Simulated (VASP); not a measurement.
# SiC: single point with PBE

Crystal: SiC.

```
CELL_PARAMETERS angstrom
0.00000 2.21864 2.21864
2.21864 0.00000 2.21864
2.21864 2.21864 0.00000
ATOMIC_POSITIONS crystal
Si 0.00000 0.00000 0.00000
C 0.75000 0.75000 0.75000
```

| Quantity | Value |
| --- | --- |
| Program | VASP 6.6.1 |
| Task | single point |
| Functional | PBE |
| Potentials or basis | VASP PAW PBE potentials, release 64 (Si, C) |
| Cutoff | 520 eV |
| k mesh | 12 × 12 × 12 |
| Occupations | gaussian, width 0.05 eV |
| Spin | no spin polarisation |

```
Pressure               : -7.7 GPa
Band gap on the k mesh : 1.41 eV, indirect (least direct gap 4.48 eV)
```

Levels at points of the mesh, in eV from the valence-band top:
```csv
k point,band 1,band 2,band 3,band 4,band 5,band 6,band 7,band 8
"(0.00, 0.00, 0.00)",-14.99,0.00,0.00,0.00,5.60,6.94,6.94,6.94
"(0.50, 0.00, 0.00)",-11.62,-8.24,-1.04,-1.04,4.95,7.01,7.01,9.75
"(0.50, 0.50, 0.00)",-10.22,-7.63,-3.08,-3.08,1.41,4.14,13.41,13.41
```

Run time: 15 s on 1 thread of Intel Xeon 8259CL (shared host), peak memory 0.14 GiB.

A k mesh can miss the band edges. PBE gaps usually lie below the measured ones, often by a third to a half.
